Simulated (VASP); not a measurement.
# SiMo3: single point with PBEsol

SiMo3:

```
CELL_PARAMETERS angstrom
4.86159 0.00000 0.00000
0.00000 4.86159 0.00000
0.00000 0.00000 4.86159
ATOMIC_POSITIONS crystal
Si 0.00297 0.00297 0.00297
Si 0.50297 0.50297 0.50297
Mo 0.25000 0.00000 0.50000
Mo 0.50000 0.75000 0.00000
Mo 0.75000 0.00000 0.50000
Mo 0.50000 0.25000 0.00000
Mo 0.00000 0.50000 0.75000
Mo 0.00000 0.50000 0.25000
```

This cell differs from its parent crystal: all Si atoms moved +0.025 Å, as atom 1 along Cartesian [1 1 1].

```json
{
 "Program": "VASP 6.6.1",
 "Task": "single point",
 "Functional": "PBEsol",
 "Potentials or basis": "VASP PAW PBE potentials, release 64 (Si, Mo_sv)",
 "Cutoff": "520 eV",
 "k mesh": "8 × 8 × 8",
 "Occupations": "gaussian, width 0.15 eV",
 "Spin": "no spin polarisation"
}
```

| Item | Value |
| --- | --- |
| Pressure | 0.7 GPa |
| Largest force | 0.235 eV/Å |
| Band gap on the k mesh | zero (bands 46 and 47 overlap by 2.48 eV) |

Forces in eV/Å, atoms in the order of the input:
```
Si  -0.136 -0.136 -0.136
Si  -0.136 -0.136 -0.136
Mo   0.021  0.055  0.060
Mo   0.055  0.021  0.060
Mo   0.021  0.060  0.055
Mo   0.060  0.021  0.055
Mo   0.060  0.055  0.021
Mo   0.055  0.060  0.021
```

Levels at points of the mesh, in eV from the Fermi level:
```tsv
k point	band 42	band 43	band 44	band 45	band 46	band 47	band 48	band 49	band 50	band 51
(0.00, 0.00, 0.00)	-2.23	-1.61	-1.61	1.27	1.27	1.27	2.12	2.44	2.45	2.70
(0.50, 0.00, 0.00)	-2.53	-1.74	-1.74	0.26	0.26	0.94	0.94	1.54	1.54	1.61
(0.50, 0.50, 0.00)	-1.29	-1.16	-0.89	-0.89	-0.77	-0.73	-0.53	-0.10	0.26	0.84
(0.50, 0.50, 0.50)	-1.83	-1.21	-1.21	-1.21	-1.21	-1.21	-1.21	1.29	1.29	1.29
```

Run time: 3.1 min on 1 thread of AMD EPYC 9R45 96-Core Processor (Zen 5), on a shared host, peak memory 0.38 GiB.

Caveat: the cell differs from its parent crystal (all Si atoms moved +0.025 Å, as atom 1 along Cartesian [1 1 1]); the PAW data sets were made with another functional, which shifts forces and pressure a little.
